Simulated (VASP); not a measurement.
# Ge (Ia-3) in VASP: relaxation of cell and atoms with PBE

Aim: the relaxation of cell and atoms of Ge with PBE.

Everything below comes from runs of VASP 6.6.1. Logs are shortened: lines on timing, memory, paths and dates and some standing lists are left out, and cuts for length are marked.

**1. The cell of the first run**

It takes space group Ia-3 (No. 206, cubic). The conventional cell has a = 6.968 Å, b = 6.968 Å, c = 6.968 Å, α = 90.00°, β = 90.00°, γ = 90.00°. Ge (site symmetry 3) has 4 Ge at 2.43 to 2.51 Å within 3.2 Å.

**2. Relaxation of cell and atoms, PBE**

The input, INCAR:

```
SYSTEM = Ge
ALGO = Fast
EDIFF = 1E-7
EDIFFG = -0.01
ENCUT = 600
GGA = PE
IBRION = 2
ISIF = 3
ISMEAR = 0
LASPH = .TRUE.
LCHARG = .FALSE.
LREAL = .FALSE.
LWAVE = .FALSE.
NELM = 100
NSW = 100
PREC = Accurate
SIGMA = 0.1
```

The input, KPOINTS:

```
k-points
0
G
  8 8 8
  0 0 0
```

The input, POSCAR:

```
Ge
1.0
   -3.4841702800      3.4841702800      3.4841702800
    3.4841702800     -3.4841702800      3.4841702800
    3.4841702800      3.4841702800     -3.4841702800
Ge
8
Direct
    0.5000000000      0.0000000000      0.7988990800
    0.7988990800      0.5000000000      0.0000000000
    0.0000000000      0.7988990800      0.5000000000
    0.7011009200      0.7011009200      0.7011009200
    0.5000000000      0.0000000000      0.2011009200
    0.2011009200      0.5000000000      0.0000000000
    0.0000000000      0.2011009200      0.5000000000
    0.2988990800      0.2988990800      0.2988990800
```

Potentials or basis: VASP PAW PBE potentials, release 64 (Ge_d).

Started as:

```bash
$ cat potpaw_PBE.64/Ge_d/POTCAR > POTCAR
$ mpirun -np 1 vasp_std > vasp.out
```

OUTCAR:

```text
SYSTEM = Ge
   EDIFF = 1E-7
   EDIFFG = -0.01
   ENCUT = 600
   GGA = PE
   IBRION = 2
   ISIF = 3
   ISMEAR = 0
   LASPH = .TRUE.
   LREAL = .FALSE.
   NELM = 100
   NSW = 100
   PREC = Accurate

 ion  position               nearest neighbor table
   1  0.500  0.000  0.799-   5 2.43   4 2.51   2 2.51   3 2.51
   2  0.799  0.500  0.000-   6 2.43   4 2.51   3 2.51   1 2.51
   3  0.000  0.799  0.500-   7 2.43   4 2.51   1 2.51   2 2.51
   4  0.701  0.701  0.701-   8 2.43   2 2.51   3 2.51   1 2.51
   5  0.500  0.000  0.201-   1 2.43   7 2.51   8 2.51   6 2.51
   6  0.201  0.500  0.000-   2 2.43   5 2.51   8 2.51   7 2.51
   7  0.000  0.201  0.500-   3 2.43   6 2.51   8 2.51   5 2.51
   8  0.299  0.299  0.299-   4 2.43   5 2.51   6 2.51   7 2.51

  LATTYP: Found a body centered cubic cell.
 ALAT       =     6.9683405600

  Lattice vectors:

 A1 = (  -3.4841702800,   3.4841702800,   3.4841702800)
 A2 = (   3.4841702800,  -3.4841702800,   3.4841702800)
 A3 = (   3.4841702800,   3.4841702800,  -3.4841702800)

Analysis of symmetry for initial positions (statically):
=====================================================================
 Subroutine PRICEL returns:
 Original cell was already a primitive cell.

 Routine SETGRP: Setting up the symmetry group for a
 body centered cubic supercell.

 Subroutine GETGRP returns: Found 24 space group operations
 (whereof  6 operations were pure point group operations)
 out of a pool of 48 trial point group operations.

The static configuration has the point symmetry S_6 .
 The point group associated with its full space group is T_h .

Analysis of symmetry for dynamics (positions and initial velocities):
=====================================================================
 Subroutine PRICEL returns:
 Original cell was already a primitive cell.

 Routine SETGRP: Setting up the symmetry group for a
 body centered cubic supercell.

 Subroutine GETGRP returns: Found 24 space group operations
 (whereof  6 operations were pure point group operations)
 out of a pool of 48 trial point group operations.

The dynamic configuration has the point symmetry S_6 .
 The point group associated with its full space group is T_h .

 Subroutine INISYM returns: Found 24 space group operations
 (whereof  6 operations are pure point group operations),
 and found     1 'primitive' translations

[... 115 lines left out ...]
   TEBEG  =    0.0;   TEEND  =   0.0 temperature during run
   PSTRESS=    0.0 pullay stress
   NELECT =     112.0000    total number of electrons
   NUPDOWN=      -1.0000    fix difference up-down
   EMIN   =  10.00;   EMAX   =-10.00  energy-range for DOS
   EFERMI =   0.00;   METHOD = LEGACY
   ISMEAR =     0;   SIGMA  =   0.10  broadening in eV -4-tet -1-fermi 0-gaus
   EFERMI_NEDOS =   21; number of points for ismear=-14 and -15
   IALGO  =     68    algorithm
   IMIX   =      4    mixing-type and parameters
     AMIX     =   0.40;   BMIX     =  1.00
     AMIX_MAG =   1.60;   BMIX_MAG =  1.00
  volume/ion in A,a.u.               =      21.15       142.71
  Fermi-wavevector in a.u.,A,eV,Ry     =   1.426795  2.696251 27.697964  2.035743
  Thomas-Fermi vector in A             =   2.547033
   LORBIT       =      0    0 simple, 1 ext, 2 COOP (PROOUT), +10 PAW based schemes
   GGA     = PE    functional components
   LHFCALC =     F    Hartree Fock is set to
   AEXX    =    0.0000 exact exchange contribution
   IVDW    =     0    specifies the selected vdW correction
   LEPSILON=     F    determine dielectric tensor
   LRPA    =     F    only Hartree local field effects (RPA)
 conjugate gradient relaxation of ions
 non-spin polarized calculation
 RMM-DIIS sequential band-by-band and
 Gauss-broadening in eV      SIGMA  =   0.10
  energy-cutoff  :      600.00
  volume of cell :      169.18
 maximum number of plane-waves:      5680
   NGX = 25   NGY = 25   NGZ = 25

--------------------------------------- Ionic step        1  -------------------------------------------

 number of electron     112.0000034 magnetization

 Free energy of the ion-electron system (eV)
  ---------------------------------------------------
  ext. energy  EPLUGINS =         0.00000000
  ---------------------------------------------------
  free energy    TOTEN  =       -34.96144520 eV

  energy without entropy =      -34.95559772  energy(sigma->0) =      -34.95852146

------------------------ aborting loop because EDIFF is reached ----------------------------------------

  FORCE on cell =-STRESS in cart. coord.  units (eV):
  Direction    XX          YY          ZZ          XY          YZ          ZX
  --------------------------------------------------------------------------------------
  -------------------------------------------------------------------------------------
  Total        3.0286361      3.0286361      3.0286361     -0.0000000     -0.0000000      0.0000000
  in kB       28.6813487     28.6813487     28.6813487     -0.0000000     -0.0000000      0.0000000
  external PRESSURE =      28.6813487 kB  Pullay stress =       0.0000000 kB
[... 71 lines left out ...]
--------------------------------------- Ionic step        3  -------------------------------------------

 number of electron     112.0000011 magnetization

 Free energy of the ion-electron system (eV)
  ---------------------------------------------------
  ext. energy  EPLUGINS =         0.00000000
  ---------------------------------------------------
  free energy    TOTEN  =       -35.02757996 eV

  energy without entropy =      -35.02297749  energy(sigma->0) =      -35.02527873

 E-fermi :   5.1626     XC(G=0): -10.2601

 val. band max:        5.1096689392   @ k =   0.1250  -0.1250   0.3750
 cond. band min:       5.2022876977   @ k =  -0.3750  -0.3750   0.1250
 fundamental gap:      0.0926187584
 Fermi energy:         5.1625984406

 k-point     1 :       0.0000    0.0000    0.0000
  band No.  band energies     occupation
      1     -19.6417      2.00000
      2     -19.6342      2.00000
      3     -19.6342      2.00000
      4     -19.6342      2.00000
      5     -19.6215      2.00000
      6     -19.6215      2.00000
[... 1669 lines left out ...]
     66      10.1476      0.00000
     67      10.8591      0.00000

 [... further k-points ...]

------------------------ aborting loop because EDIFF is reached ----------------------------------------

  FORCE on cell =-STRESS in cart. coord.  units (eV):
  Direction    XX          YY          ZZ          XY          YZ          ZX
  --------------------------------------------------------------------------------------
  -------------------------------------------------------------------------------------
  Total       -0.0132826     -0.0132826     -0.0132826     -0.0000000      0.0000000      0.0000000
  in kB       -0.1209781     -0.1209781     -0.1209781     -0.0000000      0.0000000      0.0000000
  external PRESSURE =      -0.1209781 kB  Pullay stress =       0.0000000 kB
[... 23 lines left out ...]
  FREE ENERGIE OF THE ION-ELECTRON SYSTEM (eV)
  ---------------------------------------------------
  free  energy   TOTEN  =       -35.0275799610 eV

  energy  without entropy=      -35.0229774933  energy(sigma->0) =      -35.02527873

 reached required accuracy - stopping structural energy minimisation
```

OSZICAR:

```text
N       E                     dE             d eps       ncg     rms          rms(c)
DAV:   1     0.142284324678E+04    0.14228E+04   -0.54584E+04  5622   0.512E+03
DAV:   2     0.258635069301E+03   -0.11642E+04   -0.11277E+04  4690   0.119E+03
DAV:   3    -0.547635578514E+01   -0.26411E+03   -0.25395E+03  4750   0.287E+02
DAV:   4    -0.339558418909E+02   -0.28479E+02   -0.27211E+02  5402   0.966E+01
[... 41 lines left out ...]
RMM:   9    -0.350275788543E+02   -0.86073E-06   -0.72993E-06  5306   0.141E-02    0.123E-02
RMM:  10    -0.350275804471E+02   -0.15928E-05   -0.34081E-06  5203   0.166E-02    0.732E-03
RMM:  11    -0.350275801375E+02    0.30962E-06   -0.61139E-07  3868   0.471E-03    0.203E-03
RMM:  12    -0.350275800008E+02    0.13667E-06    0.56758E-08  2905   0.220E-03    0.762E-04
RMM:  13    -0.350275799610E+02    0.39781E-07    0.13294E-07  2781   0.131E-03
   3 F= -.35027580E+02 E0= -.35025279E+02  d E =-.661348E-01
```

CONTCAR:

```text
Ge
   1.00000000000000
    -3.5297349272035348    3.5297349272035348    3.5297349272035348
     3.5297349272035348   -3.5297349272035348    3.5297349272035348
     3.5297349272035348    3.5297349272035348   -3.5297349272035348
  Ge
     8
Direct
     0.5000000000000000    0.0000000000000000    0.7974475194484472
     0.7974475194484472    0.5000000000000000    0.0000000000000000
     0.0000000000000000    0.7974475194484472    0.5000000000000000
     0.7025524805515528    0.7025524805515528    0.7025524805515528
     0.5000000000000000    0.0000000000000000    0.2025524805515528
     0.2025524805515528    0.5000000000000000    0.0000000000000000
     0.0000000000000000    0.2025524805515528    0.5000000000000000
     0.2974475194484473    0.2974475194484473    0.2974475194484473

  0.00000000E+00  0.00000000E+00  0.00000000E+00
  0.00000000E+00  0.00000000E+00  0.00000000E+00
  0.00000000E+00  0.00000000E+00  0.00000000E+00
  0.00000000E+00  0.00000000E+00  0.00000000E+00
  0.00000000E+00  0.00000000E+00  0.00000000E+00
  0.00000000E+00  0.00000000E+00  0.00000000E+00
  0.00000000E+00  0.00000000E+00  0.00000000E+00
  0.00000000E+00  0.00000000E+00  0.00000000E+00
```

Run time: 45 min. Hardware: 1 thread of Oxide Virtual Turin-like, shared host; peak memory 0.5 GiB.

Results:

- Free energy: -35.0276 eV
- Relaxed volume: 21.99 Å³/atom
- Relaxed cell: a = 6.114 Å, b = 6.114 Å, c = 6.114 Å, α = 109.47°, β = 109.47°, γ = 109.47°
- Space group after relaxing (to 0.1 Å): Ia-3 (No. 206)
- Energy gained by relaxing: 8.3 meV/atom
- Ionic steps: 3
- Pressure after relaxing: 0.0 GPa
- Largest force after relaxing: 0.007 eV/Å
- Band gap on the k mesh: zero (bands 56 and 57 overlap by 0.76 eV)

Forces in eV/Å, atoms in the order of the input:
```
Ge  -0.004 -0.004  0.004
Ge   0.004 -0.004 -0.004
Ge  -0.004  0.004 -0.004
Ge   0.004  0.004  0.004
Ge   0.004  0.004 -0.004
Ge  -0.004  0.004  0.004
Ge   0.004 -0.004  0.004
Ge  -0.004 -0.004 -0.004
```

The path:
| step | energy change (eV) | largest force (eV/Å) | pressure (GPa) | volume (Å³) |
| --- | --- | --- | --- | --- |
| 1 | 0.0000 | 0.2518 | 2.87 | 169.18 |
| 2 | -0.0568 | 0.0759 | -1.00 | 178.62 |
| 3 | -0.0661 | 0.0071 | -0.01 | 175.91 |

Final structure:
```
Ge
1.0
    -3.52973    3.52973    3.52973
     3.52973   -3.52973    3.52973
     3.52973    3.52973   -3.52973
Ge
8
Direct
  0.50000 0.00000 0.79745
  0.79745 0.50000 0.00000
  0.00000 0.79745 0.50000
  0.70255 0.70255 0.70255
  0.50000 0.00000 0.20255
  0.20255 0.50000 0.00000
  0.00000 0.20255 0.50000
  0.29745 0.29745 0.29745
```

Levels at points of the mesh, in eV from the Fermi level:
```csv
k point,band 54,band 55,band 56,band 57,band 58,band 59
"(0.00, 0.00, 0.00)",-1.24,-1.24,-0.77,1.56,1.56,1.58
"(0.50, 0.00, 0.00)",-1.86,-1.06,-1.06,0.44,0.45,1.87
"(0.50, 0.50, 0.50)",-1.77,0.38,0.38,0.39,1.25,2.38
```

Caveat: semilocal functionals underestimate gaps, and a narrow one can read as zero.

The gap in the log of VASP goes by the Fermi energy; the results here count the filled bands.